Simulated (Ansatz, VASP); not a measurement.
# MoRu3W: VASP beside Ansatz

```
Mo Ru W
1.0
     4.52866    0.00000    0.00000
     0.00000    4.52866    0.00000
     0.00000    0.00000    4.52866
Mo Ru W
1 3 1
Direct
  0.50000 0.50000 0.50000
  0.00000 0.50000 0.50000
  0.50000 0.00000 0.50000
  0.50000 0.50000 0.00000
  0.00000 0.00000 0.00000
```

Change from the starting cell: species swapped into the Sc3SnB type (Pm-3m, No. 221).

Alike in both runs: functional PBE; k mesh 8 × 8 × 8; occupations gaussian, width 0.1 eV; no spin polarisation.

Ansatz relaxed the structure, and its values are those at the end. VASP's run is a single point on that final structure, the one shown.

|  | VASP | Ansatz |
| --- | --- | --- |
| version | VASP 6.6.1 | Ansatz 0.2.0 |
| potentials or method | VASP PAW PBE potentials, release 64 (Mo_sv, Ru_pv, W_sv), cutoff 520 eV | scalar-relativistic, plane waves, PAW |
| valence electrons in the cell | 70 | 76 |

|  | VASP | Ansatz | Ansatz less VASP |
| --- | --- | --- | --- |
| gap on the k mesh at the Fermi level (eV) | none | none | - |
| pressure (GPa) | 0.7 | 0.0 | -0.70 |

A gap of «none» marks a metal or a gap that the smearing closes. VASP's potentials hold 70 valence electrons a cell and Ansatz's 76, so a difference there can come from the potentials and not from the codes.

Neither program's run includes spin-orbit coupling.
